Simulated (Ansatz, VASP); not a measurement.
**One calculation of AlN, two programs**

The input INCAR:

```
SYSTEM = AlN
PREC     = Accurate       ! precision mode
ENCUT    = 520            ! plane-wave cutoff, eV
EDIFF    = 1E-6           ! SCF threshold, eV
ISMEAR   = 0              ! smearing method
SIGMA    = 0.05           ! smearing width, eV
LREAL    = .FALSE.        ! projectors in reciprocal space
LASPH    = .TRUE.         ! aspherical terms in the spheres
NELM     = 60             ! most SCF steps
ALGO     = Normal         ! electronic algorithm
ISIF     = 2              ! what is computed and relaxed
LWAVE    = .FALSE.        ! write WAVECAR
LCHARG   = .FALSE.        ! write CHGCAR
GGA      = PE             ! functional
NBANDS   = 26             ! bands
```

Contents of KPOINTS:

```
regular mesh
0
G
  8 6 4
  0 0 0
```

File POSCAR:

```
AlN
1.0
   -3.1302395625      0.0000000000      0.0000000000
    0.0000000000      0.0000000000     -5.0179796543
    0.0000000000     -5.4217339621      0.0000000000
Al N
4 4
Direct
    0.5000000000      0.9982712825      0.1666666667
    0.0000000000      0.9982712825      0.6666666667
    0.0000000000      0.4982712825      0.3333333333
    0.5000000000      0.4982712825      0.8333333333
    0.5000000000      0.6167287175      0.1666666667
    0.0000000000      0.6167287175      0.6666666667
    0.0000000000      0.1167287175      0.3333333333
    0.5000000000      0.1167287175      0.8333333333
```

Input for Ansatz:

```yaml
crystal:
  lattice:
    - [-3.1302395625, 0.0, 0.0]
    - [0.0, 0.0, -5.0179796543]
    - [0.0, -5.4217339621, 0.0]
  atoms:
    - { symbol: Al, position: [0.5, 0.9982712825, 0.1666666667] }
    - { symbol: Al, position: [0.0, 0.9982712825, 0.6666666667] }
    - { symbol: Al, position: [0.0, 0.4982712825, 0.3333333333] }
    - { symbol: Al, position: [0.5, 0.4982712825, 0.8333333333] }
    - { symbol: "N", position: [0.5, 0.6167287175, 0.1666666667] }
    - { symbol: "N", position: [0.0, 0.6167287175, 0.6666666667] }
    - { symbol: "N", position: [0.0, 0.1167287175, 0.3333333333] }
    - { symbol: "N", position: [0.5, 0.1167287175, 0.8333333333] }
basis:
  ecutwfc: 420
kpoints:
  mp_grid: { grid: [8, 6, 4] }
hamiltonian:
  xc: pbe
scf:
  occupations: { method: gaussian, width: 0.05 }
output:
  forces: true
  stress: true
  eigenvalues: true
  write_density: true
  write_potential: true
  elf: true
  volumetric_format: npy
```

Alike in both runs: task single point; functional PBE; k mesh 8 × 6 × 4; occupations gaussian, width 0.05 eV; no spin polarisation.

|  | VASP | Ansatz |
| --- | --- | --- |
| version | VASP 6.6.1 | Ansatz 0.2.0 |
| potentials or method | VASP PAW PBE potentials, release 64 (Al, N), cutoff 520 eV | scalar-relativistic, plane waves, PAW |
| valence electrons in the cell | 32 | 32 |

VASP gave:

* gap on the k mesh at the Fermi level (eV): 4.04
* least direct gap on the mesh (eV): 4.04
* pressure (GPa): -0.3

Q: Estimate Ansatz's values.

A: gap on the k mesh at the Fermi level (eV): 4.03; least direct gap on the mesh (eV): 4.03; pressure (GPa): 0.0.

With one functional, cell and mesh, what is left measures potentials, basis and numerics.
